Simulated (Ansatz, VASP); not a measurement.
Two plane-wave programs on LaSi2OsRu2

```
CELL_PARAMETERS angstrom
4.71047 0.00000 0.00000
0.00000 4.71047 0.00000
0.00000 0.00000 5.51028
ATOMIC_POSITIONS crystal
La 0.00000 0.00000 0.50000
Os 0.00000 0.00000 0.00000
Si 0.50000 0.50000 0.23981
Si 0.50000 0.50000 0.76019
Ru 0.00000 0.50000 0.00000
Ru 0.50000 0.00000 0.00000
```

Alike in both runs: functional PBE; k mesh 4 × 4 × 3; occupations gaussian, width 0.024 eV; no spin polarisation.

Ansatz relaxed the structure, and its values are those at the end. VASP's run is a single point on that final structure, the one shown.

|  | VASP | Ansatz |
| --- | --- | --- |
| version | VASP 6.6.1 | Ansatz 0.2.0 |
| potentials or method | VASP PAW PBE potentials, release 64 (La, Os, Si, Ru_pv), cutoff 520 eV | PAW plane waves |
| valence electrons in the cell | 55 | 67 |

Ansatz gave:

| Quantity | Value |
| --- | --- |
| gap on the k mesh at the Fermi level (eV) | none |
| pressure (GPa) | 0.0 |

Question: What did VASP give for the same quantities?

Answer: gap on the k mesh at the Fermi level (eV): none; pressure (GPa): 0.3.

A gap of «none» marks a metal or a gap that the smearing closes. VASP's potentials hold 55 valence electrons a cell and Ansatz's 67, so a difference there can come from the potentials and not from the codes.

The k mesh is coarse, so the values compare programs but aren't converged. Spin-orbit coupling is off throughout.
